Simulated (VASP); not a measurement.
# S (Fm-3m) in VASP: single point with PBEsol

Aim: the single point of S with PBEsol.

All numbers are computed with VASP 6.6.1; they aren't measurements. Logs are shortened: lines on timing, memory, paths and dates and some standing lists are left out, and cuts for length are marked.

## 1. The cell of the first run

It takes space group Fm-3m (No. 225, cubic). The conventional cell has a = 3.909 Å, b = 3.909 Å, c = 3.909 Å, α = 90.00°, β = 90.00°, γ = 90.00°. Within 3.6 Å of S (site symmetry m-3m) lie 12 S at 2.76 Å.

This isn't the form of S at room conditions, which is orthorhombic, of S8 rings.

## 2. Single point, PBEsol

Input file INCAR:

```
ALGO = Normal ; EDIFF = 1E-6
ENCUT = 520 ; GGA = PS
ISIF = 2 ; ISMEAR = -1
ISYM = 0 ; LASPH = T
LCHARG = F ; LREAL = F
LWAVE = F ; NBANDS = 9
NELM = 80 ; PREC = Accurate
SIGMA = 0.08
```

Input file KPOINTS:

```
k-points
0
Gamma
  18 18 18
```

Input file POSCAR:

```
S
1.0
    0.0000000000      1.9545343630      1.9545343630
    1.9545343630      0.0000000000      1.9545343630
    1.9545343630      1.9545343630      0.0000000000
S
1
Direct
    0.0000000000      0.0000000000      0.0000000000
```

Potentials or basis: VASP PAW PBE potentials, release 64 (S).

Command:

```bash
$ cat potpaw_PBE.64/S/POTCAR > POTCAR
$ mpirun -np 1 vasp_std > vasp.out
```

OUTCAR:

```text
EDIFF = 1E-6
   ENCUT = 520
   GGA = PS
   ISIF = 2
   ISMEAR = -1
   ISYM = 0
   LASPH = T
   LREAL = F
   NELM = 80
   PREC = Accurate

 ion  position               nearest neighbor table
   1  0.000  0.000  0.000-

IMPORTANT INFORMATION: All symmetrisations will be switched off!
NOSYMM: (Re-)initialisation of all symmetry stuff for point group C_1.

----------------------------------------------------------------------------------------

                                     Primitive cell

  volume of cell :      14.9334

  direct lattice vectors                    reciprocal lattice vectors
     0.000000000  1.954534363  1.954534363    -0.255815405  0.255815405  0.255815405
     1.954534363  0.000000000  1.954534363     0.255815405 -0.255815405  0.255815405
     1.954534363  1.954534363  0.000000000     0.255815405  0.255815405 -0.255815405

  length of vectors
     2.764129004  2.764129004  2.764129004     0.443085279  0.443085279  0.443085279

  position of ions in fractional coordinates (direct lattice)
     0.000000000  0.000000000  0.000000000

  ion indices of the primitive-cell ions
   primitive index   ion index
                 1           1

----------------------------------------------------------------------------------------

 KPOINTS: k-points

Automatic generation of k-mesh.
 Grid dimensions read from file:
 generate k-points for:   18   18   18

 Generating k-lattice:

  Cartesian coordinates                     Fractional coordinates (reciprocal lattice)
    -0.014211967  0.014211967  0.014211967     0.055555556  0.000000000  0.000000000
     0.014211967 -0.014211967  0.014211967     0.000000000  0.055555556  0.000000000
     0.014211967  0.014211967 -0.014211967     0.000000000  0.000000000  0.055555556

  Length of vectors
     0.024615849  0.024615849  0.024615849

  Shift w.r.t. Gamma in fractional coordinates (k-lattice)
     0.000000000  0.000000000  0.000000000

 Subroutine IBZKPT returns following result:
 ===========================================

 Found   2920 irreducible k-points:

 Following reciprocal coordinates:
            Coordinates               Weight
  0.000000  0.000000  0.000000      1.000000
  0.055556  0.000000  0.000000      2.000000
  0.000000  0.055556  0.000000      2.000000
[... 40 lines left out ...]
   EDIFF  = 0.1E-05   stopping-criterion for ELM
   LREAL  =      F    real-space projection
   EDIFFG = 0.1E-04   stopping-criterion for IOM
   NSW    =      0    number of steps for IOM
   IBRION =     -1    ionic relax: 0-MD 1-quasi-New 2-CG
   NFREE  =      0    steps in history (QN), initial steepest desc. (CG)
   ISIF   =      2    stress and relaxation
   ISYM   =      0    0-nonsym 1-usesym 2-fastsym
   POTIM  = 0.5000    time-step for ionic-motion
   TEBEG  =    0.0;   TEEND  =   0.0 temperature during run
   PSTRESS=    0.0 pullay stress
   NELECT =       6.0000    total number of electrons
   NUPDOWN=      -1.0000    fix difference up-down
   EMIN   =  10.00;   EMAX   =-10.00  energy-range for DOS
   EFERMI =   0.00;   METHOD = LEGACY
   ISMEAR =    -1;   SIGMA  =   0.08  broadening in eV -4-tet -1-fermi 0-gaus
   EFERMI_NEDOS =   21; number of points for ismear=-14 and -15
   IALGO  =     38    algorithm
   IMIX   =      4    mixing-type and parameters
     AMIX     =   0.40;   BMIX     =  1.00
     AMIX_MAG =   1.60;   BMIX_MAG =  1.00
  volume/ion in A,a.u.               =      14.93       100.78
  Fermi-wavevector in a.u.,A,eV,Ry     =   1.208014  2.282815 19.854950  1.459298
  Thomas-Fermi vector in A             =   2.343634
   LORBIT       =      0    0 simple, 1 ext, 2 COOP (PROOUT), +10 PAW based schemes
   GGA     = PS    functional components
   LHFCALC =     F    Hartree Fock is set to
   AEXX    =    0.0000 exact exchange contribution
   IVDW    =     0    specifies the selected vdW correction
   LEPSILON=     F    determine dielectric tensor
   LRPA    =     F    only Hartree local field effects (RPA)
 non-spin polarized calculation
  energy-cutoff  :      520.00
  volume of cell :       14.93
 maximum number of plane-waves:       419
 NGX is ok and might be reduce to    24
   NGX = 11   NGY = 11   NGZ = 11

 number of electron       6.0000001 magnetization

 Free energy of the ion-electron system (eV)
  ---------------------------------------------------
  ext. energy  EPLUGINS =         0.00000000
  ---------------------------------------------------
  free energy    TOTEN  =        -3.34279764 eV

  energy without entropy =       -3.32559445  energy(sigma->0) =       -3.33419604

 E-fermi :   8.2913     XC(G=0): -11.5849

 val. band max:        8.2888072782   @ k =   0.3333  -0.1111  -0.1667
 cond. band min:       8.2984200676   @ k =   0.2222  -0.2222  -0.2778
 fundamental gap:      0.0096127894
 Fermi energy:         8.2913084433

 k-point     1 :       0.0000    0.0000    0.0000
  band No.  band energies     occupation
      1      -9.0670      2.00000
      2      11.8193      0.00000
      3      11.8193      0.00000
      4      11.8193      0.00000
      5      20.4072      0.00000
      6      20.4072      0.00000
      7      20.4072      0.00000
      8      23.4387      0.00000
      9      26.0813      0.00000
[... 265 lines left out ...]
 k-point    24 :       0.0000    0.0000    0.3333
  band No.  band energies     occupation
      1      -6.4117      2.00000
      2       3.3564      2.00000
      3      10.6599      0.00000
      4      10.6599      0.00000
      5      18.2564      0.00000
      6      20.3448      0.00000
      7      20.3448      0.00000
      8      26.2517      0.00000
      9      27.3549      0.00000

 [... further k-points ...]

------------------------ aborting loop because EDIFF is reached ----------------------------------------

  FORCE on cell =-STRESS in cart. coord.  units (eV):
  Direction    XX          YY          ZZ          XY          YZ          ZX
  --------------------------------------------------------------------------------------
  -------------------------------------------------------------------------------------
  Total        0.0034516      0.0034522      0.0034506     -0.0000007     -0.0000002     -0.0000011
  in kB        0.3703187      0.3703774      0.3702075     -0.0000767     -0.0000194     -0.0001218
  external PRESSURE =       0.3703012 kB  Pullay stress =       0.0000000 kB

 VOLUME and BASIS-vectors are now :
 -----------------------------------------------------------------------------
  energy-cutoff  :      520.00
  volume of cell :       14.93
      direct lattice vectors                 reciprocal lattice vectors
     0.000000000  1.954534363  1.954534363    -0.255815405  0.255815405  0.255815405
     1.954534363  0.000000000  1.954534363     0.255815405 -0.255815405  0.255815405
     1.954534363  1.954534363  0.000000000     0.255815405  0.255815405 -0.255815405

 POSITION                                       TOTAL-FORCE (eV/Angst)
 -----------------------------------------------------------------------------------
      0.00000      0.00000      0.00000        -0.000000     -0.000000      0.000000
 -----------------------------------------------------------------------------------
    total drift:                               -0.000000     -0.000000      0.000000

  FREE ENERGIE OF THE ION-ELECTRON SYSTEM (eV)
  ---------------------------------------------------
  free  energy   TOTEN  =        -3.3427976379 eV

  energy  without entropy=       -3.3255944485  energy(sigma->0) =       -3.33419604
```

OSZICAR:

```text
N       E                     dE             d eps       ncg     rms          rms(c)
DAV:   1     0.729766150683E+01    0.72977E+01   -0.29654E+03 53906   0.561E+02
DAV:   2    -0.313513700514E+01   -0.10433E+02   -0.99787E+01 78276   0.769E+01
DAV:   3    -0.334854239152E+01   -0.21341E+00   -0.21080E+00 60213   0.950E+00
DAV:   4    -0.334912104650E+01   -0.57865E-03   -0.57856E-03 72651   0.570E-01
DAV:   5    -0.334912178083E+01   -0.73432E-06   -0.73526E-06 61070   0.170E-02    0.883E+00
DAV:   6    -0.334401440460E+01    0.51074E-02   -0.60643E-03 56946   0.407E-01    0.529E+00
DAV:   7    -0.334292235375E+01    0.10921E-02   -0.89892E-03 55378   0.507E-01    0.174E-01
DAV:   8    -0.334279718645E+01    0.12517E-03   -0.47072E-04 56192   0.116E-01    0.238E-02
DAV:   9    -0.334279763789E+01   -0.45144E-06   -0.33054E-06 62575   0.146E-02
   1 F= -.33427976E+01 E0= -.33341960E+01  d E =-.172032E-01
```

stdout:

```text
POSCAR found type information on POSCAR S
 POSCAR found :  1 types and       1 ions
 scaLAPACK will be used
 -----------------------------------------------------------------------------
|                                                                             |
|                                                                             |
|     You enforced a specific xc type in the INCAR file but a different       |
|     I HOPE YOU KNOW WHAT YOU ARE DOING!                                     |
|                                                                             |
 -----------------------------------------------------------------------------

 LDA part: xc-table for (Slater+PW92), standard interpolation
 POSCAR, INCAR and KPOINTS ok, starting setup
 FFT: planning ... GRIDC
 FFT: planning ... GRID_SOFT
 FFT: planning ... GRID
 WAVECAR not read
 entering main loop
```

Run time: 5.4 min. Hardware: 1 thread of AMD EPYC 7R43 (Zen 3), shared host; peak memory 0.38 GiB.

What came out:

```yaml
Free_energy: -3.3428 eV
Pressure: 0.0 GPa
Band_gap_on_the_k_mesh: zero (bands 3 and 4 overlap by 6.34 eV)
```

Caveat: the PAW data sets were made with another functional, which shifts forces and pressure a little.
